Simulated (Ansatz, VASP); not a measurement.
MnO: VASP beside Ansatz

```
Mn O
1.0
     0.00000    2.22200    2.22200
     2.22200    0.00000    2.22200
     2.22200    2.22200    0.00000
Mn O
1 1
Direct
  0.00000 0.00000 0.00000
  0.50000 0.50000 0.50000
```

Alike in both runs: task single point; functional PBEsol; k mesh 12 × 12 × 12; occupations gaussian, width 0.05 eV; non-collinear spin, spin-orbit coupling; Hubbard terms Mn d U = 1.9 eV.

|  | VASP | Ansatz |
| --- | --- | --- |
| version | VASP 6.6.1 | Ansatz 0.2.0 |
| potentials or method | VASP PAW PBE potentials, release 64 (Mn_pv, O), cutoff 520 eV | plane waves, PAW |
| valence electrons in the cell | 19 | 21 |

```tsv
	VASP	Ansatz	Ansatz less VASP
pressure (GPa)	0.1	0.7	+0.63
net moment per atom (μB)	2.50	2.50	0.000
```

VASP's potentials were made for PBE, not for PBEsol. The programs project onto different local orbitals, so the same U acts differently, and such runs can settle in different states. VASP's potentials hold 19 valence electrons a cell and Ansatz's 21, so a difference there can come from the potentials and not from the codes. Ansatz's warnings: filled band counts differ across k points, stress scf threshold loose.
